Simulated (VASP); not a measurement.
Input of a VASP 6.6.1 run:

Contents of INCAR:

```
SYSTEM = Ti2NbB3
PREC = Accurate ; ENCUT = 600
EDIFF = 1E-6 ; ISMEAR = 0
SIGMA = 0.1 ; LREAL = .False.
LASPH = .True. ; NELM = 80
ALGO = Normal ; ISIF = 3
LWAVE = .False. ; LCHARG = .False.
GGA = PE ; IBRION = 2
NSW = 90 ; EDIFFG = -0.04
```

The input KPOINTS:

```
Automatic mesh
0
Gamma
  6 6 4
  0 0 0
```

The input POSCAR:

```
Ti2NbB3
1.0
    3.3781346700      0.0000000000      0.0000000000
   -1.6890673400      2.9255504400      0.0000000000
    0.0000000000      0.0000000000      5.8888307700
Ti Nb B
2 1 3
Direct
    0.6666666700      0.3333333300      0.6902344200
    0.3333333300      0.6666666700      0.3097655800
    0.0000000000      0.0000000000      0.0000000000
    0.6666666700      0.3333333300      0.3529343000
    0.3333333300      0.6666666700      0.6470657000
    0.0000000000      0.0000000000      0.5000000000
```

Potentials or basis: VASP PAW PBE potentials, release 64 (Ti_sv, Nb_sv, B).

Run with:

```bash
$ cat potpaw_PBE.64/Ti_sv/POTCAR potpaw_PBE.64/Nb_sv/POTCAR potpaw_PBE.64/B/POTCAR > POTCAR
$ mpirun -np 1 vasp_std > vasp.out
```

**Question.** What does it give for the relaxed cell?

**Answer.** a = 3.224 Å, b = 3.224 Å, c = 7.882 Å, α = 90.00°, β = 90.00°, γ = 120.00°.

**Question.** Predict the relaxed volume.

**Answer.** 11.83 Å³/atom.

**Question.** Predict the band gap on the k mesh.

**Answer.** Zero (band 23 reaches 9.09 eV, above the bottom of band 24 at 7.57 eV).

The path:
| step | energy change (eV) | largest force (eV/Å) | pressure (GPa) | volume (Å³) |
| --- | --- | --- | --- | --- |
| 1 | 0.0000 | 3.0445 | 50.87 | 58.20 |
| 2 | -0.7100 | 1.8779 | -22.95 | 88.18 |
| 3 | -2.0990 | 1.5631 | -2.84 | 72.34 |
| 4 | -2.1012 | 1.5825 | -1.94 | 71.91 |
| 5 | -2.5444 | 2.2464 | -2.70 | 72.13 |
| 6 | -3.9053 | 3.2195 | -5.17 | 72.62 |
| 7 | -3.9568 | 3.4201 | -7.16 | 72.93 |
| 8 | -4.3007 | 2.6050 | -7.26 | 72.92 |
| 9 | -4.4143 | 2.5286 | -7.16 | 72.68 |
| 10 | -4.6610 | 2.5808 | -6.37 | 71.95 |
| 11 | -4.6981 | 2.8040 | -3.32 | 70.50 |
| 12 | -4.7570 | 2.7112 | -4.82 | 71.12 |
| 13 | -4.9674 | 2.5020 | -4.07 | 70.70 |
| 14 | -5.5791 | 1.5855 | -1.14 | 69.43 |
| 15 | -6.1820 | 1.0297 | 7.40 | 66.72 |
| 16 | -6.3978 | 1.0533 | 3.71 | 68.11 |
| 17 | -6.6661 | 1.0570 | -4.36 | 71.64 |
| 18 | -6.6866 | 1.2099 | -6.13 | 72.52 |
| 19 | -6.9607 | 1.1347 | -2.12 | 71.03 |
| 20 | -7.1375 | 2.7580 | 16.58 | 66.10 |
| 21 | -7.2390 | 1.4283 | 7.17 | 68.27 |
| 22 | -7.2460 | 1.7673 | 9.26 | 67.73 |
| 23 | -7.3410 | 1.9828 | 9.46 | 67.83 |
| 24 | -7.4140 | 2.3012 | 10.79 | 67.94 |
| 25 | -7.4359 | 2.1714 | 10.16 | 67.94 |
| 26 | -7.5704 | 1.6891 | 5.81 | 69.18 |
| 27 | -7.7048 | 0.8991 | -3.33 | 72.28 |
| 28 | -7.7054 | 0.8688 | -3.77 | 72.46 |
| 29 | -7.7394 | 0.7055 | -2.69 | 71.98 |
| 30 | -7.7861 | 0.1086 | 0.89 | 70.61 |
| 31 | -7.7861 | 0.0905 | 1.06 | 70.55 |
| 32 | -7.7882 | 0.0862 | 0.42 | 70.79 |
| 33 | -7.7887 | 0.0831 | -0.05 | 70.96 |
| 34 | -7.7887 | 0.0837 | -0.07 | 70.98 |
| 35 | -7.7890 | 0.0528 | -0.05 | 70.98 |
| 36 | -7.7892 | 0.0023 | 0.00 | 70.97 |

Caveat: the volume moved by over 15 % at a fixed basis, so the end points are rough.
